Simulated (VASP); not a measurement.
Wanted: the native input for a VASP 6.6.1 run.

```yaml
Task: single point
Functional: PBE
Potentials_or_basis: VASP PAW PBE potentials, release 64 (Ge_d)
Cutoff: 500 eV
k_mesh: 14 × 14 × 14
Occupations: gaussian, width 0.15 eV
Spin: no spin polarisation
Dipole_correction: no
Further_INCAR_settings: ALGO = Normal; EDIFF = 1e-06; NBANDS = 21
```

The structure of Ge lies in POSCAR:

```
Ge
1.0
    0.0000000000      2.7156192000      3.0550716000
    2.7156192000      0.0000000000      3.0550716000
    2.7156192000      2.7156192000      0.0000000000
Ge
2
Direct
    0.5000000000      0.5000000000      0.5000000000
    0.7500000000      0.7500000000      0.7500000000
```

This cell differs from its parent crystal: strain -0.040 along x and y, +0.080 along z.

These files were run (other wordings do the same):

INCAR

```
PREC = Accurate
ENCUT = 500
EDIFF = 1E-6
ISMEAR = 0
SIGMA = 0.15
LREAL = False
LASPH = True
NELM = 120
ALGO = Normal
ISIF = 2
LWAVE = False
LCHARG = False
GGA = PE
NBANDS = 21
GGA_COMPAT = False
```

KPOINTS

```
Automatic mesh
0
Gamma
  14 14 14
```

Potentials or basis: VASP PAW PBE potentials, release 64 (Ge_d).

Command:

```bash
$ cat potpaw_PBE.64/Ge_d/POTCAR > POTCAR
$ mpirun -np 1 vasp_std > vasp.out
```

Results of the run:

| Quantity | Value |
| --- | --- |
| Pressure | 3.9 GPa |
| Band gap on the k mesh | zero (bands 14 and 15 overlap by 0.42 eV) |

Caveat: the cell differs from its parent crystal (strain -0.040 along x and y, +0.080 along z); the cell stands under pressure; semilocal functionals underestimate gaps, so a narrow gap can read as zero.

It took 4.3 min on 1 thread of Intel Xeon 8259CL (shared host), peak memory 0.29 GiB.
